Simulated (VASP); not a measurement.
# BaTiO3 (P4mm) in VASP: a series of runs

The runs below take BaTiO3 through single point, with PBE.

All numbers are computed with VASP 6.6.1; they aren't measurements. Logs are shortened: lines on timing, memory, paths and dates and some standing lists are left out, and cuts for length are marked.

### Step 1. The cell of the first run

Symmetry: P4mm, No. 99, tetragonal system. The conventional cell has a = 3.813 Å, b = 3.813 Å, c = 3.948 Å, α = 90.00°, β = 90.00°, γ = 90.00°. Ba (site symmetry 4mm) has 12 O at 2.70 to 2.77 Å and 8 Ti at 3.32 to 3.36 Å within 3.6 Å. Within 2.5 Å of Ti (site symmetry 4mm) lie 6 O at 1.90 to 2.05 Å. O (site symmetry 2mm) has 2 Ti at 1.91 Å within 2.5 Å. Within 2.5 Å of O (site symmetry 4mm) lie 2 Ti at 1.90 to 2.05 Å.

### Step 2. Single point, PBE (strain -4.0%)

INCAR

```
PREC     = Accurate       # precision mode
ENCUT    = 520            # plane-wave cutoff, eV
EDIFF    = 1E-6           # SCF threshold, eV
ISMEAR   = -1             # smearing method
SIGMA    = 0.02           # smearing width, eV
LREAL    = F              # projectors in reciprocal space
LASPH    = T              # aspherical terms in the spheres
NELM     = 80             # most SCF steps
ALGO     = Normal         # electronic algorithm
ISIF     = 2              # what is computed and relaxed
LWAVE    = F              # write WAVECAR
LCHARG   = F              # write CHGCAR
GGA      = PE             # functional
NBANDS   = 28             # bands
```

KPOINTS

```
regular mesh
0
Gamma
  6 6 6
```

POSCAR

```
BaTiO3
1.0
    3.8131590514      0.0000000000      0.0000000000
    0.0000000000      3.8131590514      0.0000000000
    0.0000000000      0.0000000000      3.9484664854
Ba Ti O
1 1 3
Direct
    0.5000000000      0.5000000000      0.5756947647
    0.0000000000      0.0000000000      0.0851953261
    0.0000000000      0.5000000000      0.0669884550
    0.5000000000      0.0000000000      0.0669884550
    0.0000000000      0.0000000000      0.5651299892
```

Potentials or basis: VASP PAW PBE potentials, release 64 (Ba_sv, Ti_sv, O).

On the command line:

```sh
cat potpaw_PBE.64/Ba_sv/POTCAR potpaw_PBE.64/Ti_sv/POTCAR potpaw_PBE.64/O/POTCAR > POTCAR
mpirun -np 1 vasp_std > vasp.out
```

OUTCAR:

```text
PREC = Accurate
   ENCUT = 520
   EDIFF = 1E-6
   ISMEAR = -1
   LREAL = F
   LASPH = T
   NELM = 80
   ISIF = 2
   GGA = PE

 ion  position               nearest neighbor table
   1  0.500  0.500  0.576-   5 2.70   5 2.70   5 2.70   5 2.70   4 2.72   3 2.72   3 2.72   4 2.72
                             3 2.77   4 2.77   3 2.77   4 2.77   2 3.32   2 3.32   2 3.32   2 3.32
   2  0.000  0.000  0.085-   5 1.90   4 1.91   3 1.91   3 1.91   4 1.91   5 2.05   1 3.32   1 3.32
                             1 3.32   1 3.32   1 3.36   1 3.36   1 3.36   1 3.36
   3  0.000  0.500  0.067-   2 1.91   2 1.91   1 2.72   1 2.72   1 2.77   1 2.77
   4  0.500  0.000  0.067-   2 1.91   2 1.91   1 2.72   1 2.72   1 2.77   1 2.77
   5  0.000  0.000  0.565-   2 1.90   2 2.05   1 2.70   1 2.70   1 2.70   1 2.70

  LATTYP: Found a simple tetragonal cell.
 ALAT       =     3.8131590514
 C/A-ratio  =     1.0354843405

  Lattice vectors:

 A1 = (   3.8131590514,   0.0000000000,   0.0000000000)
 A2 = (   0.0000000000,   3.8131590514,   0.0000000000)
 A3 = (   0.0000000000,   0.0000000000,   3.9484664854)

Analysis of symmetry for initial positions (statically):
=====================================================================
 Subroutine PRICEL returns:
 Original cell was already a primitive cell.

 Routine SETGRP: Setting up the symmetry group for a
 simple tetragonal supercell.

 Subroutine GETGRP returns: Found  8 space group operations
 (whereof  8 operations were pure point group operations)
 out of a pool of 16 trial point group operations.

The static configuration has the point symmetry C_4v.

Analysis of symmetry for dynamics (positions and initial velocities):
=====================================================================
 Subroutine PRICEL returns:
 Original cell was already a primitive cell.

 Routine SETGRP: Setting up the symmetry group for a
 simple tetragonal supercell.

 Subroutine GETGRP returns: Found  8 space group operations
 (whereof  8 operations were pure point group operations)
 out of a pool of 16 trial point group operations.

The dynamic configuration has the point symmetry C_4v.

 Subroutine INISYM returns: Found  8 space group operations
 (whereof  8 operations are pure point group operations),
 and found     1 'primitive' translations

----------------------------------------------------------------------------------------

                                     Primitive cell

  volume of cell :      57.4114

  direct lattice vectors                    reciprocal lattice vectors
     3.813159051  0.000000000  0.000000000     0.262249748  0.000000000  0.000000000
     0.000000000  3.813159051  0.000000000     0.000000000  0.262249748  0.000000000
     0.000000000  0.000000000  3.948466485     0.000000000  0.000000000  0.253262882

  length of vectors
     3.813159051  3.813159051  3.948466485     0.262249748  0.262249748  0.253262882

  position of ions in fractional coordinates (direct lattice)
     0.500000000  0.500000000  0.575694765
     0.000000000  0.000000000  0.085195326
     0.000000000  0.500000000  0.066988455
     0.500000000  0.000000000  0.066988455
     0.000000000  0.000000000  0.565129989

  ion indices of the primitive-cell ions
   primitive index   ion index
                 1           1
                 2           2
                 3           3
                 4           4
                 5           5

----------------------------------------------------------------------------------------

 KPOINTS: regular mesh

Automatic generation of k-mesh.
 Grid dimensions read from file:
 generate k-points for:    6    6    6

 Generating k-lattice:

  Cartesian coordinates                     Fractional coordinates (reciprocal lattice)
     0.043708291  0.000000000  0.000000000     0.166666667  0.000000000  0.000000000
     0.000000000  0.043708291  0.000000000     0.000000000  0.166666667  0.000000000
     0.000000000  0.000000000  0.042210480     0.000000000  0.000000000  0.166666667

  Length of vectors
     0.043708291  0.043708291  0.042210480

  Shift w.r.t. Gamma in fractional coordinates (k-lattice)
     0.000000000  0.000000000  0.000000000

 Subroutine IBZKPT returns following result:
 ===========================================

 Found     40 irreducible k-points:

 Following reciprocal coordinates:
            Coordinates               Weight
  0.000000  0.000000  0.000000      1.000000
  0.166667  0.000000  0.000000      4.000000
  0.333333  0.000000  0.000000      4.000000
  0.500000  0.000000  0.000000      2.000000
  0.166667  0.166667  0.000000      4.000000
  0.333333  0.166667  0.000000      8.000000
[... 16 lines left out ...]
  0.333333  0.000000  0.333333      8.000000
  0.500000  0.000000  0.333333      4.000000
 [... further k-points ...]
   k-points           NKPTS =     40   k-points in BZ     NKDIM =     40   number of bands    NBANDS=     28
   number of dos      NEDOS =    301   number of ions     NIONS =      5
   total plane-waves  NPLWV =  23520
   dimension x,y,z NGX =    28 NGY =   28 NGZ =   30
   dimension x,y,z NGXF=    56 NGYF=   56 NGZF=   60
   ions per type =               1   1   3
   NGX,Y,Z   is equivalent  to a cutoff of  12.21, 12.21, 12.63 a.u.
   NGXF,Y,Z  is equivalent  to a cutoff of  24.41, 24.41, 25.26 a.u.
 SYSTEM =  unknown system
   PREC   = accura    normal or accurate (medium, high low for compatibility)
   ISTART =      0    job   : 0-new  1-cont  2-samecut
   ICHARG =      2    charge: 1-file 2-atom 10-const
   ISPIN  =      1    spin polarized calculation?
   LNONCOLLINEAR =      F non collinear calculations
   LSORBIT =      F    spin-orbit coupling
   LASPH  =      T    aspherical Exc in radial PAW
   ENCUT  =  520.0 eV  38.22 Ry    6.18 a.u.   7.09  7.09  7.34*2*pi/ulx,y,z
   NELM   =     80;   NELMIN=  2; NELMDL= -5     # of ELM steps
   EDIFF  = 0.1E-05   stopping-criterion for ELM
   LREAL  =      F    real-space projection
   EDIFFG = 0.1E-04   stopping-criterion for IOM
   NSW    =      0    number of steps for IOM
   IBRION =     -1    ionic relax: 0-MD 1-quasi-New 2-CG
   NFREE  =      0    steps in history (QN), initial steepest desc. (CG)
   ISIF   =      2    stress and relaxation
   ISYM   =      2    0-nonsym 1-usesym 2-fastsym
   POTIM  = 0.5000    time-step for ionic-motion
   TEBEG  =    0.0;   TEEND  =   0.0 temperature during run
   PSTRESS=    0.0 pullay stress
   NELECT =      40.0000    total number of electrons
   NUPDOWN=      -1.0000    fix difference up-down
   EMIN   =  10.00;   EMAX   =-10.00  energy-range for DOS
   EFERMI =   0.00;   METHOD = LEGACY
   ISMEAR =    -1;   SIGMA  =   0.02  broadening in eV -4-tet -1-fermi 0-gaus
   EFERMI_NEDOS =   21; number of points for ismear=-14 and -15
   IALGO  =     38    algorithm
   IMIX   =      4    mixing-type and parameters
     AMIX     =   0.40;   BMIX     =  1.00
     AMIX_MAG =   1.60;   BMIX_MAG =  1.00
  volume/ion in A,a.u.               =      11.48        77.49
  Fermi-wavevector in a.u.,A,eV,Ry     =   1.451316  2.742590 28.658208  2.106319
  Thomas-Fermi vector in A             =   2.568827
   LORBIT       =      0    0 simple, 1 ext, 2 COOP (PROOUT), +10 PAW based schemes
   GGA     = PE    functional components
   LHFCALC =     F    Hartree Fock is set to
   AEXX    =    0.0000 exact exchange contribution
   IVDW    =     0    specifies the selected vdW correction
   LEPSILON=     F    determine dielectric tensor
   LRPA    =     F    only Hartree local field effects (RPA)
 non-spin polarized calculation
  energy-cutoff  :      520.00
  volume of cell :       57.41
 maximum number of plane-waves:      1568
   NGX = 15   NGY = 15   NGZ = 15

 number of electron      39.9999995 magnetization

 Free energy of the ion-electron system (eV)
  ---------------------------------------------------
  ext. energy  EPLUGINS =         0.00000000
  ---------------------------------------------------
  free energy    TOTEN  =       -39.27268320 eV

  energy without entropy =      -39.27268320  energy(sigma->0) =      -39.27268320

 E-fermi :   5.3284     XC(G=0): -11.8506

 val. band max:        4.8126974665   @ k =   0.5000   0.5000   0.5000
 cond. band min:       6.7711246613   @ k =   0.0000   0.0000   0.0000
 fundamental gap:      1.9584271948
 Fermi energy:         5.3283644724

 k-point     1 :       0.0000    0.0000    0.0000
  band No.  band energies     occupation
      1     -51.3815      2.00000
      2     -27.6773      2.00000
      3     -27.6773      2.00000
      4     -27.6615      2.00000
      5     -19.8891      2.00000
      6     -12.4139      2.00000
[... 20 lines left out ...]
     27      10.1216      0.00000
     28      13.4207      0.00000

 k-point     2 :       0.1667    0.0000    0.0000
  band No.  band energies     occupation
      1     -51.3809      2.00000
      2     -27.7039      2.00000
      3     -27.6762      2.00000
      4     -27.6603      2.00000
      5     -19.8326      2.00000
      6     -12.4506      2.00000
[... 20 lines left out ...]
     27      10.7406      0.00000
     28      13.7343      0.00000

 k-point     3 :       0.3333    0.0000    0.0000
  band No.  band energies     occupation
      1     -51.3798      2.00000
      2     -27.7563      2.00000
      3     -27.6741      2.00000
      4     -27.6581      2.00000
      5     -19.7150      2.00000
      6     -12.6970      2.00000
[... 20 lines left out ...]
     27      12.1220      0.00000
     28      13.4723      0.00000

 k-point     4 :       0.5000    0.0000    0.0000
  band No.  band energies     occupation
      1     -51.3792      2.00000
      2     -27.7822      2.00000
      3     -27.6730      2.00000
      4     -27.6570      2.00000
      5     -19.6538      2.00000
      6     -12.8491      2.00000
[... 578 lines left out ...]
     27      12.5614      0.00000
     28      14.1540      0.00000

 k-point    23 :       0.3333    0.0000    0.3333
  band No.  band energies     occupation
      1     -51.3787      2.00000
      2     -27.7523      2.00000
      3     -27.7094      2.00000
      4     -27.6721      2.00000
      5     -19.6231      2.00000
      6     -12.4546      2.00000
[... 20 lines left out ...]
     27      13.8647      0.00000
     28      14.0743      0.00000

 k-point    24 :       0.5000    0.0000    0.3333
  band No.  band energies     occupation
      1     -51.3782      2.00000
      2     -27.7776      2.00000
      3     -27.7076      2.00000
      4     -27.6711      2.00000
      5     -19.5800      2.00000
      6     -12.4073      2.00000
[... 20 lines left out ...]
     27      13.5920      0.00000
     28      14.8823      0.00000

 [... further k-points ...]
[... 5 lines left out ...]
  --------------------------------------------------------------------------------------
  -------------------------------------------------------------------------------------
  Total       11.8527480     11.8527480      8.4210716      0.0000000     -0.0000000      0.0000000
  in kB      330.7739781    330.7739781    235.0063746      0.0000000     -0.0000000      0.0000000
  external PRESSURE =     298.8514436 kB  Pullay stress =       0.0000000 kB

 VOLUME and BASIS-vectors are now :
 -----------------------------------------------------------------------------
  energy-cutoff  :      520.00
  volume of cell :       57.41
      direct lattice vectors                 reciprocal lattice vectors
     3.813159051  0.000000000  0.000000000     0.262249748  0.000000000  0.000000000
     0.000000000  3.813159051  0.000000000     0.000000000  0.262249748  0.000000000
     0.000000000  0.000000000  3.948466485     0.000000000  0.000000000  0.253262882

 POSITION                                       TOTAL-FORCE (eV/Angst)
 -----------------------------------------------------------------------------------
      1.90658      1.90658      2.27311         0.000000     -0.000000     -0.011177
      0.00000      0.00000      0.33639        -0.000000      0.000000     -0.017840
      0.00000      1.90658      0.26450         0.000000      0.000000     -0.017276
      1.90658      0.00000      0.26450         0.000000      0.000000     -0.017276
      0.00000      0.00000      2.23140         0.000000      0.000000      0.063569
 -----------------------------------------------------------------------------------
    total drift:                               -0.000000     -0.000000      0.000142

  FREE ENERGIE OF THE ION-ELECTRON SYSTEM (eV)
  ---------------------------------------------------
  free  energy   TOTEN  =       -39.2726831958 eV

  energy  without entropy=      -39.2726831958  energy(sigma->0) =      -39.27268320
```

It took 39 s on 1 thread of Intel Xeon 6975P-C (Granite Rapids), shared host; peak memory 0.2 GiB.

What came out:

```
Free energy            : -39.2727 eV
Pressure               : 29.9 GPa
Largest force          : 0.064 eV/Å
Band gap on the k mesh : 1.96 eV, indirect (least direct gap 2.11 eV)
```

Forces on the atoms (eV/Å):
```
Ba   0.000  0.000 -0.011
Ti   0.000  0.000 -0.018
O    0.000  0.000 -0.017
O    0.000  0.000 -0.017
O    0.000  0.000  0.064
```

Stress tensor (GPa, compression positive):
```
33.08  0.00  0.00
 0.00 33.08  0.00
 0.00  0.00 23.50
```

Caveat: the cell differs from its parent crystal (strain -4.0%); spin-orbit coupling is left out, which moves the levels of the heavy elements. A k mesh can miss the band edges.

### Step 3. Single point, PBE (strain -3.0%)

INCAR

```
PREC = Accurate
ENCUT = 520
EDIFF = 1E-7
ISMEAR = -1
SIGMA = 0.02
LREAL = False
LASPH = True
NELM = 60
ALGO = Normal
ISIF = 2
LWAVE = False
LCHARG = False
GGA = PE
NBANDS = 28
```

KPOINTS is that of step 2.

POSCAR

```
BaTiO3
1.0
    3.8528794582      0.0000000000      0.0000000000
    0.0000000000      3.8528794582      0.0000000000
    0.0000000000      0.0000000000      3.9895963446
Ba Ti O
1 1 3
Direct
    0.5000000000      0.5000000000      0.5779587516
    0.0000000000      0.0000000000      0.0910127415
    0.0000000000      0.5000000000      0.0653441490
    0.5000000000      0.0000000000      0.0653441490
    0.0000000000      0.0000000000      0.5603371988
```

Potentials or basis: VASP PAW PBE potentials, release 64 (Ba_sv, Ti_sv, O).

On the command line:

```sh
cat potpaw_PBE.64/Ba_sv/POTCAR potpaw_PBE.64/Ti_sv/POTCAR potpaw_PBE.64/O/POTCAR > POTCAR
mpirun -np 1 vasp_std > vasp.out
```

Wall time 42 s (1 thread of Intel Xeon 6975P-C (Granite Rapids), shared host); peak memory 0.2 GiB.

The run converged. Its results:

```yaml
Free_energy: -39.5652 eV
Pressure: 22.1 GPa
Largest_force: 0.103 eV/Å
Band_gap_on_the_k_mesh: 1.92 eV, indirect (least direct gap 2.20 eV)
```

Forces in eV/Å, atoms in the order of the input:
```
Ba   0.000  0.000 -0.016
Ti   0.000  0.000 -0.043
O    0.000  0.000 -0.022
O    0.000  0.000 -0.022
O    0.000  0.000  0.103
```

Stress tensor (GPa, compression positive):
```
24.37  0.00  0.00
 0.00 24.37  0.00
 0.00  0.00 17.45
```

Levels at points of the mesh, in eV from the valence-band top:
```
           k point  band 17  band 18  band 19  band 20  band 21  band 22  band 23  band 24
(0.00, 0.00, 0.00)    -1.37    -0.33    -0.28    -0.28     1.92     2.10     2.10     4.47
(0.50, 0.00, 0.00)    -2.11    -1.94    -1.04    -0.90     2.28     3.96     3.98     4.49
(0.50, 0.50, 0.00)    -1.80    -0.80    -0.80    -0.08     4.01     4.01     4.46     5.11
(0.00, 0.00, 0.50)    -1.88    -1.88    -0.72    -0.72     2.09     3.75     3.75     4.64
(0.50, 0.00, 0.50)    -1.72    -1.01    -0.98    -0.30     3.77     3.99     4.27     5.58
(0.50, 0.50, 0.50)    -2.36    -0.18    -0.18     0.00     4.59     4.59     4.74     6.94
```

Caveat: the cell differs from its parent crystal (strain -3.0%); spin-orbit coupling is left out, which moves the levels of the heavy elements. A k mesh can miss the band edges.

### Step 4. Single point, PBE (strain -2.0%)

INCAR

```
PREC = Accurate
ENCUT = 520
EDIFF = 1E-7
ISMEAR = -1
SIGMA = 0.02
LREAL = F
LASPH = T
NELM = 100
ALGO = Normal
ISIF = 2
LWAVE = F
LCHARG = F
GGA = PE
NBANDS = 28
```

KPOINTS is that of step 3.

POSCAR

```
BaTiO3
1.0
    3.8925998650      0.0000000000      0.0000000000
    0.0000000000      3.8925998650      0.0000000000
    0.0000000000      0.0000000000      4.0307262038
Ba Ti O
1 1 3
Direct
    0.5000000000      0.5000000000      0.5802032617
    0.0000000000      0.0000000000      0.0957206811
    0.0000000000      0.5000000000      0.0642725252
    0.5000000000      0.0000000000      0.0642725252
    0.0000000000      0.0000000000      0.5555279967
```

On the command line:

```sh
cat potpaw_PBE.64/Ba_sv/POTCAR potpaw_PBE.64/Ti_sv/POTCAR potpaw_PBE.64/O/POTCAR > POTCAR
mpirun -np 1 vasp_std > vasp.out
```

It took 43 s on 1 thread of Intel Xeon 6975P-C (Granite Rapids), shared host; peak memory 0.21 GiB.

It converged, with:

```yaml
Free_energy: -39.7793 eV
Pressure: 15.4 GPa
Largest_force: 0.138 eV/Å
Band_gap_on_the_k_mesh: 1.88 eV, indirect (least direct gap 2.26 eV)
```

Forces on the atoms (eV/Å):
```
Ba   0.000  0.000 -0.018
Ti   0.000  0.000 -0.072
O    0.000  0.000 -0.024
O    0.000  0.000 -0.024
O    0.000  0.000  0.138
```

Stress tensor (GPa, compression positive):
```
16.86  0.00  0.00
 0.00 16.86  0.00
 0.00  0.00 12.50
```

Levels at points of the mesh, in eV from the valence-band top:
```csv
k point,band 16,band 17,band 18,band 19,band 20,band 21,band 22,band 23,band 24,band 25
"(0.00, 0.00, 0.00)",-1.42,-1.36,-0.46,-0.37,-0.37,1.88,2.18,2.18,4.39,4.44
"(0.50, 0.00, 0.00)",-2.15,-2.06,-1.86,-1.16,-0.99,2.34,3.80,3.85,4.37,6.36
"(0.50, 0.50, 0.00)",-3.11,-1.84,-0.91,-0.91,-0.08,3.87,3.87,4.29,4.85,8.05
"(0.00, 0.00, 0.50)",-2.13,-1.95,-1.95,-0.73,-0.73,2.04,3.67,3.67,4.44,6.42
"(0.50, 0.00, 0.50)",-2.93,-1.76,-1.04,-1.00,-0.34,3.68,3.84,4.12,5.34,7.89
"(0.50, 0.50, 0.50)",-2.43,-2.43,-0.23,-0.23,0.00,4.41,4.41,4.54,6.72,6.79
```

Caveat: the cell differs from its parent crystal (strain -2.0%); spin-orbit coupling is left out, which moves the levels of the heavy elements. A k mesh can miss the band edges.

### Step 5. Summary

| cell | gap on the mesh (eV) | pressure (GPa) | largest force (eV/Å) |
| --- | --- | --- | --- |
| a = 3.813, b = 3.813, c = 3.948 Å, 5 atoms | 1.96 | 29.9 | 0.06 |
| a = 3.853, b = 3.853, c = 3.990 Å, 5 atoms | 1.92 | 22.1 | 0.10 |
| a = 3.893, b = 3.893, c = 4.031 Å, 5 atoms | 1.88 | 15.4 | 0.14 |

Alike in all rows: task single point; level PBE; potentials or basis VASP PAW PBE potentials, release 64 (Ba_sv, Ti_sv, O); no spin polarisation; k mesh 6 × 6 × 6; cutoff (eV) 520; smearing fermi-dirac 0.02 eV.

Caveats: spin-orbit coupling is left out, which moves the levels of the heavy elements.

Total energies depend on the potentials used, so only differences within one code and one set of settings carry meaning.
